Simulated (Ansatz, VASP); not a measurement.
**Two plane-wave programs on CO2**

```xyz
12
Lattice="-2.2193 4.0690 3.7509 2.2193 -4.0690 3.7509 2.2193 4.0690 -3.7509" Properties=species:S:1:pos:R:3 pbc="T T T"
C     0.0000    0.7110    6.3405
C     0.0000    4.7800    1.1613
C     2.2193    3.3580   -2.5896
C     2.2193   -0.7110    2.5896
O     2.2193   -2.0345    3.0376
O     0.0000    6.1035    0.7132
O     1.1097    4.3194    1.8754
O     1.1097    3.8186   -1.8754
O     1.1097   -0.2504    1.8754
O    -1.1097    4.3194    1.8754
O     0.0000    0.0000    0.0000
O     0.0000    4.0690    0.0000
```

Alike in both runs: functional PBE; k mesh 6 × 6 × 6; occupations gaussian, width 0.1 eV; no spin polarisation.

Ansatz relaxed the structure, and its values are those at the end. VASP's run is a single point on that final structure, the one shown.

|  | VASP | Ansatz |
| --- | --- | --- |
| version | VASP 6.6.1 | Ansatz 0.2.0 |
| potentials or method | VASP PAW PBE potentials, release 64 (C, O), cutoff 520 eV | scalar-relativistic, plane waves, PAW |
| valence electrons in the cell | 64 | 64 |

|  | VASP | Ansatz | Ansatz less VASP |
| --- | --- | --- | --- |
| gap on the k mesh at the Fermi level (eV) | 4.30 | 4.34 | +0.040 |
| least direct gap on the mesh (eV) | 4.31 | 4.35 | +0.041 |
| pressure (GPa) | 0.8 | 0.0 | -0.73 |
| rms of the force components (eV/Å) | 0.031 | 0.003 | -0.0282 |

With one functional, cell and mesh, what is left measures potentials, basis and numerics.
